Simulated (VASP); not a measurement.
Write the native input for VASP 6.6.1 that does the following.

```yaml
Task: single point
Functional: PBEsol
Potentials_or_basis: VASP PAW PBE potentials, release 64 (Ir_sv_GW)
Cutoff: 560 eV
k_mesh: 11 × 11 × 11
Occupations: fermi-dirac, width 0.05 eV
Spin: no spin polarisation
Dipole_correction: no
Further_INCAR_settings: ALGO = Normal; EDIFF = 1e-06; NBANDS = 14
```

The structure of Ir lies in POSCAR:

```
Ir
1.0
    0.0000000000      1.9160444548      1.9160444548
    1.9160444548      0.0000000000      1.9160444548
    1.9160444548      1.9160444548      0.0000000000
Ir
1
Direct
    0.0000000000      0.0000000000      0.0000000000
```

The input as run:

INCAR

```
SYSTEM = Ir
ALGO = Normal ; EDIFF = 1E-6
ENCUT = 560 ; GGA = PS
GGA_COMPAT = .FALSE. ; ISIF = 2
ISMEAR = -1 ; LASPH = .TRUE.
LCHARG = .FALSE. ; LREAL = .FALSE.
LWAVE = .FALSE. ; NBANDS = 14
NELM = 120 ; PREC = Accurate
SIGMA = 0.05
```

KPOINTS

```
k-points
0
G
  11 11 11
  0 0 0
```

Potentials or basis: VASP PAW PBE potentials, release 64 (Ir_sv_GW).

Launch:

```sh
$ cat potpaw_PBE.64/Ir_sv_GW/POTCAR > POTCAR
$ mpirun -np 1 vasp_std > vasp.out
```

Results of the run:

```yaml
Pressure: -1.9 GPa
Band_gap_on_the_k_mesh: zero (an odd number of electrons rules out a gap without spin polarisation)
```

Caveat: the PAW data sets were made with another functional, which shifts forces and pressure a little; spin-orbit coupling is left out, which moves the levels of the heavy elements.

It took 12 s on 1 thread of AMD EPYC 7R13 Processor (Zen 3), with other jobs on the host, peak memory 0.12 GiB.
